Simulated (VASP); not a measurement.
Crystal: Sc3Al.

```
Sc Al
1.0
     4.43199    0.00000    0.00000
     0.00000    4.43199    0.00000
     0.00000    0.00000    4.43199
Sc Al
3 1
Direct
  0.50000 0.00000 0.50000
  0.00000 0.50000 0.50000
  0.50000 0.50000 0.00000
  0.00000 0.00000 0.00000
```

Base run:

| Property | Result |
| --- | --- |
| Program | VASP 6.6.1 |
| Functional | PBEsol |
| Potentials or basis | VASP PAW PBE potentials, release 64 (Sc_sv, Al) |
| Cutoff | 520 eV |
| k mesh | 5 × 5 × 5 |
| Occupations | fermi-dirac, width 0.1 eV |
| Spin | no spin polarisation |

Its results: band gap on the k mesh zero (bands 18 and 19 overlap by 0.80 eV); pressure -2.2 GPa.

**Question.** The run is repeated on the same cell with these changes: functional from PBEsol to LDA; potentials or basis from VASP PAW PBE potentials, release 64 (Sc_sv, Al) to VASP PAW LDA potentials, release 64 (Sc_sv, Al). What comes out?

**Answer.** Band gap on the k mesh zero (bands 18 and 19 overlap by 0.75 eV); pressure -4.8 GPa.

Caveats: the PAW data sets were made with another functional, which shifts forces and pressure a little (at least some runs); the cell stands under tension (at least some runs).
